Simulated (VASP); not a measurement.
Wanted: the native input for a VASP 6.6.1 run.

| Item | Value |
| --- | --- |
| Task | single point |
| Functional | PBE |
| Potentials or basis | VASP PAW PBE potentials, release 64 (C, O, H) |
| Cutoff | 520 eV |
| k mesh | 2 × 2 × 1 |
| Occupations | fermi-dirac, width 0.02 eV |
| Spin | no spin polarisation |
| Dipole correction | no |
| Further INCAR settings | LREAL = Auto; ALGO = Normal; EDIFF = 1e-06; NBANDS = 56 |

The structure of H2C18O lies in POSCAR:

```
H2C18O
1.0
    7.3980000000      0.0000000000      0.0000000000
   -3.6990000000      6.4068560000      0.0000000000
    0.0000000000      0.0000000000     12.0000000000
C O H
18 1 2
Direct
   -0.0144299474      0.0006097311      0.0763964624
    0.2080795012      0.1085696605      0.0671251708
   -0.0138264108      0.3308636893      0.0674939013
    0.2077516044      0.4410881418      0.0634718484
   -0.0123205133      0.6607529191      0.0808420196
    0.2065796776      0.7718696163      0.0743434551
    0.3192799726     -0.0005153710      0.0736595633
    0.5378534991      0.1110293154      0.0791963828
    0.3187219085      0.3301599529      0.0632050085
    0.5402223295      0.4406293766      0.0673605531
    0.3178948765      0.6624658844      0.0675911341
    0.5402496994      0.7696088801      0.0765646642
    0.6520928134     -0.0032205644      0.1058279843
    0.8790459026      0.1085954808      0.0762922582
    0.6493228414      0.3294630735      0.0738011666
    0.8767174545      0.4419242915      0.0745996256
    0.6477523047      0.6627718175      0.0766618757
    0.8734369345      0.7747823130      0.1113458353
    0.8589128400      0.7713955973      0.2353491261
    0.6543401069      0.9950698089      0.1988921224
    1.0016874048      0.8417373454      0.2633131122
```

These files were run (other wordings do the same):

INCAR

```
PREC = Accurate ; ENCUT = 520
EDIFF = 1E-6 ; ISMEAR = -1
SIGMA = 0.02 ; LREAL = Auto
LASPH = True ; NELM = 60
ALGO = Normal ; ISIF = 2
LWAVE = False ; LCHARG = False
GGA = PE ; NBANDS = 56
```

KPOINTS

```
regular mesh
0
Gamma
  2 2 1
```

Potentials or basis: VASP PAW PBE potentials, release 64 (C, O, H).

The run is started by

```bash
$ cat potpaw_PBE.64/C/POTCAR potpaw_PBE.64/O/POTCAR potpaw_PBE.64/H/POTCAR > POTCAR
$ mpirun -np 1 vasp_std > vasp.out
```

It gave:

```json
{
  "Largest force": "0.109 eV/Å",
  "Band gap on the k mesh": "0.35 eV, direct"
}
```

Caveat: the k points lie up to 0.49 Å⁻¹ apart.

Run time: 6.4 min on 1 thread of Oxide Virtual Turin-like Processor, with other jobs on the host, peak memory 0.56 GiB.
